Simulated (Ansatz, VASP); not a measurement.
One calculation of Cr, two programs

File POSCAR:

```
Cr
1.0
    2.8948834557      0.0000000000      0.0000000000
   -1.4474417279      2.5070426137      0.0000000000
    0.0000000000      0.0000000000      3.9330723673
Cr
2
Direct
    0.3333333333      0.6666666667      0.2500000000
    0.6666666667      0.3333333333      0.7500000000
```

Contents of INCAR.step1:

```
PREC = Accurate ; ENCUT = 520
ISMEAR = -1 ; SIGMA = 0.05
LREAL = False ; LASPH = True
NELM = 150 ; ISPIN = 2
MAGMOM = 3.096 -3.096 ; LMAXMIX = 4
NBANDS = 23 ; GGA = PE
ALGO = Normal ; EDIFF = 1E-4
LWAVE = True ; LCHARG = False
```

Contents of INCAR.step2:

```
PREC = Accurate ; ENCUT = 520
EDIFF = 1E-6 ; ISMEAR = -1
SIGMA = 0.05 ; LREAL = False
LASPH = True ; NELM = 150
ALGO = Normal ; ISIF = 2
LWAVE = False ; LCHARG = False
ISPIN = 2 ; MAGMOM = 3.096 -3.096
LORBIT = 11 ; LMAXMIX = 4
METAGGA = R2SCAN ; LMIXTAU = True
NBANDS = 23 ; ISTART = 1
```

File KPOINTS:

```
Automatic mesh
0
Gamma
  14 14 9
```

Input for Ansatz:

```yaml
crystal:
  lattice:
    - [2.8948834557, 0.0, 0.0]
    - [-1.4474417279, 2.5070426137, 0.0]
    - [0.0, 0.0, 3.9330723673]
  atoms:
    - { symbol: Cr, position: [0.3333333333, 0.6666666667, 0.25], spin: 3.096 }
    - { symbol: Cr, position: [0.6666666667, 0.3333333333, 0.75], spin: -3.096 }
hamiltonian:
  xc: r2scan
  pseudopotentials:
    kind: paw
    azcp:
      Cr: "pseudopotentials/Cr.paw.azcp"
basis:
  ecutwfc: 500
  fft_grid_basis: typed
kpoints:
  mp_grid: { grid: [14, 14, 9], shift: [0, 0, 0] }
magnetization:
  spin_polarized: true
scf:
  occupations: { method: fermi_dirac, width: 0.05 }
  lower_state_search: "off"
output:
  stress: true
  write_density: true
  write_potential: true
  elf: true
  volumetric_format: npy
```

Alike in both runs: task single point; functional r2SCAN; k mesh 14 × 14 × 9; occupations fermi-dirac, width 0.05 eV; collinear spin.

```csv
,VASP,Ansatz
version,VASP 6.6.1,Ansatz 0.2.0
potentials or method,"VASP PAW PBE potentials, release 64 (Cr_pv), cutoff 520 eV","plane waves (500 eV) with PAW, scalar-relativistic"
valence electrons in the cell,24,28
```

```csv
,VASP,Ansatz,Ansatz less VASP
pressure (GPa),3.3,3.0,-0.32
"traceless stress, the component that is largest in VASP (GPa)",0.08,-0.17,-0.250
net moment per atom (μB),0.00,0.00,0.000
size of the moment on the site where the two differ most (μB),3.11,2.97,-0.147
```

VASP's potentials were made for PBE, not for r2SCAN. Site moments also hang on the region over which each program counts them. With one functional, cell and mesh, what is left measures potentials, basis and numerics. VASP's potentials hold 24 valence electrons a cell and Ansatz's 28, so a difference there can come from the potentials and not from the codes. Ansatz's warnings: stability check not made.
